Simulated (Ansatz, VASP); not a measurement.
Two plane-wave programs on TiO2

INCAR

```
PREC = Accurate ; ENCUT = 520
EDIFF = 1E-7 ; ISMEAR = -1
SIGMA = 0.02 ; LREAL = False
LASPH = True ; NELM = 100
ALGO = Normal ; ISIF = 2
LWAVE = False ; LCHARG = False
GGA = PE ; NBANDS = 33
```

KPOINTS

```
regular mesh
0
Gamma
  6 6 9
```

POSCAR

```
TiO2
1.0
    4.5998373239      0.0000000000      0.0000000000
    0.0000000000      4.5998373239      0.0000000000
    0.0000000000      0.0000000000      2.9592135600
Ti O
2 4
Direct
    0.0000000000      0.0000000000      0.5000000000
    0.5000000000      0.5000000000      0.0000000000
    0.3043213200      0.3043213200      0.5033792762
    0.1956786800      0.8043213200      0.0000000000
    0.8043213200      0.1956786800      0.0000000000
    0.6956786800      0.6956786800      0.5000000000
```

Input for Ansatz:

```yaml
crystal:
  lattice:
    - [4.5998373239, 0.0, 0.0]
    - [0.0, 4.5998373239, 0.0]
    - [0.0, 0.0, 2.95921356]
  atoms:
    - { symbol: Ti, position: [0.0, 0.0, 0.5] }
    - { symbol: Ti, position: [0.5, 0.5, 0.0] }
    - { symbol: O, position: [0.30432132, 0.30432132, 0.5033792762] }
    - { symbol: O, position: [0.19567868, 0.80432132, 0.0] }
    - { symbol: O, position: [0.80432132, 0.19567868, 0.0] }
    - { symbol: O, position: [0.69567868, 0.69567868, 0.5] }
hamiltonian:
  xc: pbe
  pseudopotentials: { kind: paw }
kpoints:
  mp_grid: { grid: [6, 6, 9] }
scf:
  occupations: { method: fermi_dirac, width: 0.02 }
  convergence: { dr2_threshold: 1.0e-11 }
basis:
  ecutwfc: 600
output:
  forces: true
```

Alike in both runs: task single point; functional PBE; k mesh 6 × 6 × 9; occupations fermi-dirac, width 0.02 eV; no spin polarisation.

|  | VASP | Ansatz |
| --- | --- | --- |
| version | VASP 6.6.1 | Ansatz 0.2.0 |
| potentials or method | VASP PAW PBE potentials, release 64 (Ti_sv, O), cutoff 520 eV | scalar-relativistic, plane waves, PAW |
| valence electrons in the cell | 48 | 48 |

VASP gave:

| Item | Value |
| --- | --- |
| rms of the force components (eV/Å) | 0.024 |

Q: What did Ansatz give for the same quantities?

A: rms of the force components (eV/Å): 0.022.

Atom by atom the forces differ by 0.012 eV/Å (rms over components). With one functional, cell and mesh, what is left measures potentials, basis and numerics.
